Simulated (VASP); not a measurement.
# Si12O23 (a cell with a defect) in VASP: notebook, part 2 of 2

VASP 6.6.1. The steps go on from the part before.

### Step 4. Single point, PBE+D3(BJ)

Contents of INCAR:

```
SYSTEM = Si12O23
ALGO = Normal
EDIFF = 1E-6
ENCUT = 520
GGA = PE
GGA_COMPAT = .FALSE.
ISIF = 2
ISMEAR = 0
IVDW = 12
LASPH = .TRUE.
LCHARG = .FALSE.
LREAL = Auto
LWAVE = .FALSE.
NBANDS = 116
NELECT = 188.0
NELM = 120
PREC = Accurate
SIGMA = 0.02
```

Contents of KPOINTS:

```
k-points
0
G
  2 2 2
  0 0 0
```

Contents of POSCAR:

```
Si12O23
1.0
   -2.4986000000      4.3277020000      5.4571000000
    4.9972000000      0.0000000000      5.4571000000
    4.9972000000      8.6554040000      0.0000000000
Si O
12 23
Direct
    0.7610926739      0.2366407377      0.1104106421
    0.1583135060      0.1839778209      0.1749041782
    0.5678369499      0.0903459678      0.9526878117
    0.7529308801      0.2251688432      0.6189863031
    0.1705785844      0.1541374736      0.6771767926
    0.5773997993      0.0774001860      0.4451440665
    0.2556779618      0.7478162018      0.3737260529
    0.6858692206      0.6406151759      0.4202058508
   -0.0083890800      0.6169306131      0.2429315187
    0.2906671575      0.7080097955      0.8974124329
    0.6866383959      0.6717191566      0.9293767963
    0.1096409906      0.5865362831      0.7148066648
    0.9868579950      0.1548509713      0.1216527480
    0.3491158816      0.1981167144      0.0326398977
    0.2211183714      0.9876320638      0.3025485098
    0.0802688799      0.3786200904      0.2348145977
    0.7268055583      0.1715629891     -0.0172999282
    0.9801356513      0.1532252914      0.6279757689
    0.3531888203      0.1724300982      0.5258878772
    0.1241999746      0.7159755765      0.5443700284
    0.2266465853      0.9604947535      0.8012312446
    0.1144738973      0.3576649676      0.7285564123
    0.7352635021      0.1337737155      0.4971987063
    0.4899785774      0.6525253166      0.3660497801
    0.8975018880      0.7918633426      0.1283388140
    0.6060727838      0.1722237473      0.2687082661
    0.6796432515      0.4614705269      0.5745451675
    0.6230821521      0.8409764138      0.4803631493
    0.1744193885      0.6440950240      0.2946061055
    0.5466740909      0.6744955780      0.8356818981
    0.9000883975      0.6871060831      0.8126223388
    0.6017337300      0.1476107936      0.7752261747
    0.7134869058      0.4757513342      0.0654029888
    0.5909096295      0.8546676918      1.0078682884
    0.2834608296      0.5996538283      0.7691809649
```

Run with:

```bash
> cat potpaw_PBE.64/Si/POTCAR potpaw_PBE.64/O/POTCAR > POTCAR
> mpirun -np 1 vasp_std > vasp.out
```

Run time: 9.1 min. Hardware: 1 thread of Intel Xeon Platinum 8488C (Sapphire Rapids), shared host; peak memory 0.66 GiB.

The run converged. Its results:

```
Free energy                : -266.5601 eV
Largest force              : 0.180 eV/Å
Dispersion energy per atom : -0.137 eV
```

Forces on the atoms (eV/Å):
```
Si  -0.007 -0.001 -0.012
Si  -0.014  0.009  0.001
Si   0.017 -0.020  0.010
Si  -0.022  0.012 -0.012
Si   0.016 -0.028  0.008
Si   0.009 -0.007 -0.002
Si   0.004  0.006  0.018
Si  -0.014 -0.003  0.028
Si  -0.050  0.156 -0.075
Si   0.001 -0.010  0.000
Si   0.008  0.046  0.035
Si   0.006 -0.027 -0.025
O    0.011  0.013  0.003
O    0.008  0.016 -0.009
O   -0.009 -0.006 -0.006
O    0.049 -0.004  0.018
O    0.011  0.005 -0.016
O    0.015  0.014  0.010
O    0.013  0.015 -0.013
O   -0.015  0.004 -0.011
O   -0.032  0.054 -0.039
O    0.002 -0.003  0.013
O    0.006  0.004 -0.004
O   -0.001  0.003  0.004
O    0.035 -0.155  0.049
O   -0.002  0.006  0.015
O   -0.008 -0.013  0.020
O   -0.020 -0.023  0.000
O    0.002 -0.043 -0.039
O   -0.004 -0.039 -0.017
O   -0.007  0.007 -0.004
O    0.008  0.008  0.011
O   -0.006 -0.017  0.008
O   -0.013 -0.005 -0.006
O    0.005  0.029  0.037
```

Levels at points of the mesh, in eV from the Fermi level:
| k point | band 92 | band 93 | band 94 | band 95 | band 96 | band 97 |
| --- | --- | --- | --- | --- | --- | --- |
| (0.00, 0.00, 0.00) | -2.31 | -1.83 | -0.21 | 2.39 | 3.15 | 3.73 |
| (0.50, 0.00, 0.00) | -2.31 | -1.69 | -0.18 | 2.77 | 3.13 | 3.30 |
| (0.00, 0.50, 0.00) | -2.24 | -1.78 | -0.17 | 2.63 | 3.26 | 3.73 |
| (0.50, 0.50, 0.00) | -2.26 | -1.69 | -0.16 | 2.74 | 3.39 | 3.45 |
| (0.00, 0.00, 0.50) | -2.30 | -1.75 | -0.22 | 2.72 | 2.98 | 3.27 |
| (0.50, 0.00, 0.50) | -2.30 | -1.74 | -0.14 | 2.69 | 3.15 | 3.49 |
| (0.00, 0.50, 0.50) | -2.25 | -1.72 | -0.18 | 2.88 | 3.20 | 3.45 |
| (0.50, 0.50, 0.50) | -2.27 | -1.72 | -0.14 | 2.65 | 3.44 | 3.57 |

Caveat: the k points lie up to 0.46 Å⁻¹ apart; the cell carries a net charge on a neutralising background, which shifts energy and pressure; the cell is charged against a uniform background, so pressure and absolute levels hang on convention.

### Step 5. Single point, PBE+D3(BJ)

Contents of INCAR:

```
PREC = Accurate
ENCUT = 520
EDIFF = 1E-6
ISMEAR = 0
SIGMA = 0.02
LREAL = Auto
LASPH = T
NELM = 120
ALGO = Normal
ISIF = 2
LWAVE = F
LCHARG = T
GGA = PE
IVDW = 12
LELF = T
LVHAR = T
NELECT = 188.0
NBANDS = 116
GGA_COMPAT = F
```

Contents of KPOINTS:

```
Automatic mesh
0
Gamma
  2 2 2
```

Contents of POSCAR:

```
Si12O23
1.0
   -2.4986000000      4.3277020000      5.4571000000
    4.9972000000      0.0000000000      5.4571000000
    4.9972000000      8.6554040000      0.0000000000
Si O
12 23
Direct
    0.7606793465      0.2369864467      0.1105604627
    0.1580097593      0.1838652293      0.1750848197
    0.5674803378      0.0905961131      0.9527278227
    0.7530405371      0.2251273543      0.6190349938
    0.1706004534      0.1540111535      0.6774549260
    0.5771963228      0.0774909653      0.4452787322
    0.2553629665      0.7477088115      0.3738052180
    0.6856589345      0.6407572939      0.4199898073
   -0.0085288764      0.6169674244      0.2425838742
    0.2916565348      0.7076531718      0.8971481205
    0.6869792859      0.6719589781      0.9292744014
    0.1099593340      0.5864107160      0.7149183066
    0.9863493065      0.1547395502      0.1220337183
    0.3486327551      0.1981094706      0.0326931393
    0.2210092733      0.9875280451      0.3026764234
    0.0800787272      0.3783994022      0.2351219113
    0.7262890601      0.1717505580     -0.0170153372
    0.9801036852      0.1528980923      0.6283746341
    0.3530519216      0.1725964998      0.5260606545
    0.1239903562      0.7157091179      0.5444756464
    0.2270441295      0.9602577342      0.8013036326
    0.1143939006      0.3575281826      0.7289015380
    0.7352376105      0.1334778244      0.4974226186
    0.4897053932      0.6523070310      0.3660738413
    0.8985920050      0.7910994062      0.1269925220
    0.6057083412      0.1725839752      0.2688758145
    0.6803089521      0.4614659833      0.5741493508
    0.6227322755      0.8411076761      0.4801634084
    0.1738807056      0.6443344636      0.2946022072
    0.5476766398      0.6747847408      0.8350065128
    0.9007841544      0.6871315884      0.8130121498
    0.6014764282      0.1481691711      0.7752411394
    0.7133082984      0.4760343928      0.0654302503
    0.5906715951      0.8549191032      1.0077447981
    0.2842628292      0.5996194526      0.7687374483
```

Run with:

```bash
> cat potpaw_PBE.64/Si/POTCAR potpaw_PBE.64/O/POTCAR > POTCAR
> mpirun -np 1 vasp_std > vasp.out
```

It took 19 min on 1 thread of Intel Xeon 8259CL, shared host; peak memory 0.67 GiB.

It converged, with:

```yaml
Free_energy: -266.5611 eV
Largest_force: 0.180 eV/Å
Dispersion_energy_per_atom: -0.137 eV
```

Forces in eV/Å, atoms in the order of the input:
```
Si  -0.007 -0.002 -0.009
Si  -0.013  0.009  0.002
Si   0.017 -0.022  0.011
Si  -0.021  0.012 -0.012
Si   0.016 -0.029  0.006
Si   0.008 -0.009 -0.002
Si   0.004  0.006  0.019
Si  -0.014  0.000  0.028
Si  -0.049  0.157 -0.075
Si   0.002 -0.011  0.000
Si   0.008  0.045  0.035
Si   0.006 -0.028 -0.024
O    0.011  0.012  0.004
O    0.007  0.016 -0.010
O   -0.010 -0.007 -0.007
O    0.050 -0.004  0.017
O    0.009  0.007 -0.018
O    0.015  0.011  0.012
O    0.013  0.017 -0.013
O   -0.018  0.004 -0.011
O   -0.030  0.053 -0.037
O    0.001 -0.004  0.014
O    0.007  0.005 -0.004
O    0.000  0.006  0.005
O    0.035 -0.158  0.050
O   -0.002  0.007  0.014
O   -0.010 -0.013  0.018
O   -0.021 -0.023  0.001
O    0.001 -0.042 -0.040
O   -0.005 -0.039 -0.017
O   -0.006  0.008 -0.005
O    0.009  0.008  0.011
O   -0.006 -0.015  0.006
O   -0.013 -0.003 -0.006
O    0.006  0.026  0.036
```

Levels at points of the mesh, in eV from the Fermi level:
```tsv
k point	band 91	band 92	band 93	band 94	band 95	band 96	band 97	band 98
(0.00, 0.00, 0.00)	-3.12	-2.31	-1.84	-0.20	2.39	3.15	3.73	3.93
(0.50, 0.00, 0.00)	-3.18	-2.30	-1.69	-0.17	2.77	3.13	3.30	3.83
(0.00, 0.50, 0.00)	-3.11	-2.24	-1.79	-0.17	2.63	3.26	3.73	3.96
(0.50, 0.50, 0.00)	-3.16	-2.26	-1.69	-0.16	2.74	3.39	3.45	3.85
(0.00, 0.00, 0.50)	-3.11	-2.29	-1.75	-0.22	2.72	2.98	3.27	3.80
(0.50, 0.00, 0.50)	-3.12	-2.30	-1.74	-0.13	2.69	3.15	3.50	3.73
(0.00, 0.50, 0.50)	-3.13	-2.24	-1.73	-0.17	2.88	3.20	3.45	4.11
(0.50, 0.50, 0.50)	-3.13	-2.27	-1.72	-0.13	2.65	3.43	3.57	3.84
```

Caveat: the k points lie up to 0.46 Å⁻¹ apart; the cell carries a net charge on a neutralising background, which shifts energy and pressure; the cell is charged against a uniform background, so pressure and absolute levels hang on convention.
